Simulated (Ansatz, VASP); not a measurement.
WC: VASP beside Ansatz

```xyz
2
Lattice="0.0000 2.1927 2.1927 2.1927 0.0000 2.1927 2.1927 2.1927 0.0000" Properties=species:S:1:pos:R:3 pbc="T T T"
W     0.0000    0.0000    0.0000
C     2.1927    2.1927    2.1927
```

Alike in both runs: task relaxation of cell and atoms; functional BLYP; dispersion D4; k mesh 10 × 10 × 10; occupations fermi-dirac, width 0.05 eV; no spin polarisation.

```csv
,VASP,Ansatz
version,VASP 6.6.1,Ansatz 0.2.0
potentials or method,"VASP PAW PBE potentials, release 64 (W_sv, C)",Ansatz PAW
plane-wave cutoff (eV),600,420
valence electrons in the cell,18,18
```

|  | VASP | Ansatz | Ansatz less VASP |
| --- | --- | --- | --- |
| gap on the k mesh at the Fermi level, each at its own relaxed structure (eV) | none | none | - |
| relaxed volume (Å³/atom) | 10.53 | 10.47 | -0.061 |
| relaxed length of the cell vector where the two differ most in proportion (Å) | 3.099 | 3.093 | -0.0060 |

VASP's potentials were made for PBE, not for BLYP. A gap of «none» marks a metal or a gap that the smearing closes.

Spin-orbit coupling is off throughout. Noted on VASP's run: too few bands were computed for a metal, which touches its energy and stress. Noted on Ansatz's run: the plane-wave basis is chosen anew once the cell has moved, so the energies of steps on either side of that aren't comparable.
